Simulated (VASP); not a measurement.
Write the native input for VASP 6.6.1 that does the following.

```yaml
Task: single point
Functional: PBEsol
Potentials_or_basis: VASP PAW PBE potentials, release 64 (Co, Si)
Cutoff: 520 eV
k_mesh: 14 × 14 × 14
Occupations: gaussian, width 0.15 eV
Spin: collinear spin, ferromagnetic start
Starting_moments: "[1.65, 0.0, 0.0] μB"
Fixed_moment: 1.65 μB
Dipole_correction: no
Further_INCAR_settings: ALGO = Normal; EDIFF = 1e-07; NBANDS = 20
```

The structure of CoSi2 lies in POSCAR:

```
CoSi2
1.0
    0.0000000000      2.5835250176      2.5835250176
    2.5835250176      0.0000000000      2.5835250176
    2.5835250176      2.5835250176      0.0000000000
Co Si
1 2
Direct
    0.0000000000      0.0000000000      0.0000000000
    0.2500000000      0.2500000000      0.2500000000
    0.7500000000      0.7500000000      0.7500000000
```

These files were run (other wordings do the same):

INCAR

```
PREC     = Accurate       # precision mode
ENCUT    = 520            # plane-wave cutoff, eV
EDIFF    = 1E-7           # SCF threshold, eV
ISMEAR   = 0              # smearing method
SIGMA    = 0.15           # smearing width, eV
LREAL    = F              # projectors in reciprocal space
LASPH    = T              # aspherical terms in the spheres
NELM     = 150            # most SCF steps
ALGO     = Normal         # electronic algorithm
ISIF     = 2              # what is computed and relaxed
LWAVE    = F              # write WAVECAR
LCHARG   = F              # write CHGCAR
ISPIN    = 2              # spin polarisation
MAGMOM   = 1.65 0 0       # initial moments
LORBIT   = 11             # projections on sites
NUPDOWN  = 1.65           # fixed moment
LMAXMIX  = 4              # l up to which the mixer works
GGA      = PS             # functional
NBANDS   = 20             # bands
```

KPOINTS

```
regular mesh
0
Gamma
  14 14 14
```

Potentials or basis: VASP PAW PBE potentials, release 64 (Co, Si).

Command:

```bash
$ cat potpaw_PBE.64/Co/POTCAR potpaw_PBE.64/Si/POTCAR > POTCAR
$ mpirun -np 1 vasp_std > vasp.out
```

Results of the run:

```yaml
Pressure: 31.7 GPa
Net_moment: 1.65 μB per cell
Site_moments: Co +1.01; Si +0.14 μB
Valence_electrons_inside_the_program's_atomic_spheres: Co 9.14; Si 1.69
```

Caveat: the cell stands under pressure; the PAW data sets were made with another functional, which shifts forces and pressure a little; the total moment is fixed, so each spin has its own Fermi level.

Wall time 71 s on 1 thread of Intel(R) Xeon(R) 6975P-C (Granite Rapids), with other jobs on the host, peak memory 0.24 GiB.
